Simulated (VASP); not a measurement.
Write the native input for VASP 6.6.1 that does the following.

```
Task                   : single point
Functional             : PBE
Potentials or basis    : VASP PAW PBE potentials, release 64 (Rh_pv)
Cutoff                 : 520 eV
k mesh                 : 11 × 11 × 6
Occupations            : fermi-dirac, width 0.05 eV
Spin                   : no spin polarisation
Dipole correction      : no
Further INCAR settings : ALGO = Normal; EDIFF = 1e-06; NBANDS = 22
```

The structure of Rh lies in POSCAR:

```
Rh
1.0
    2.6940693954      0.0000000000      0.0000000000
   -1.3470346977      2.3331325361      0.0000000000
    0.0000000000      0.0000000000      4.3686372171
Rh
2
Direct
    0.3333333333      0.6666666667      0.2500000000
    0.6666666667      0.3333333333      0.7500000000
```

This cell differs from its parent crystal: volume scaled by 0.96.

One way to write it, as run:

INCAR

```
  ALGO = Normal
  EDIFF = 1E-6
  ENCUT = 520
  GGA = PE
  ISIF = 2
  ISMEAR = -1
  LASPH = True
  LCHARG = True
  LELF = True
  LREAL = False
  LVHAR = True
  LWAVE = False
  NBANDS = 22
  NELM = 100
  PREC = Accurate
  SIGMA = 0.05
```

KPOINTS

```
k-points
0
Gamma
  11 11 6
```

Potentials or basis: VASP PAW PBE potentials, release 64 (Rh_pv).

Run with:

```bash
$ cat potpaw_PBE.64/Rh_pv/POTCAR > POTCAR
$ mpirun -np 1 vasp_std > vasp.out
```

Results of the run:

| Property | Result |
| --- | --- |
| Pressure | 7.3 GPa |
| Band gap on the k mesh | zero (band 15 reaches 12.64 eV, above the bottom of band 16 at 10.28 eV) |

Wall time 20 s on 1 thread of Intel(R) Xeon(R) Platinum 8259CL CPU @ 2.50GHz (Skylake/Cascade Lake), with other jobs on the host, peak memory 0.15 GiB.
